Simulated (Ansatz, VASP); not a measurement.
**La in VASP and in Ansatz**

```
CELL_PARAMETERS angstrom
4.53491 0.00000 0.00000
-2.26745 3.92734 0.00000
0.00000 0.00000 2.69377
ATOMIC_POSITIONS crystal
La 0.00000 0.00000 0.00000
La 0.33333 0.66667 0.50000
La 0.66667 0.33333 0.50000
```

Change from the starting cell: volume scaled by 0.43, crystal datasets.

Alike in both runs: task single point; functional PBE; k mesh 7 × 7 × 9; occupations fermi-dirac, width 0.08 eV; no spin polarisation.

|  | VASP | Ansatz |
| --- | --- | --- |
| version | VASP 6.6.1 | Ansatz 0.2.0 |
| potentials or method | VASP PAW PBE potentials, release 64 (La), cutoff 500 eV | all-electron PAW with datasets made for the crystal, scalar-relativistic |

```csv
,VASP,Ansatz,Ansatz less VASP
pressure (GPa),114.8,114.2,-0.58
"traceless stress, the component that is largest in VASP (GPa)",-0.01,0.12,+0.125
```

Both programs put the cell under a high pressure, so it lies far from rest at this level. Ansatz ran all-electron here, and VASP with PAW potentials.

Neither program's run includes spin-orbit coupling. Noted on VASP's run: the cell as given lies far from equilibrium.
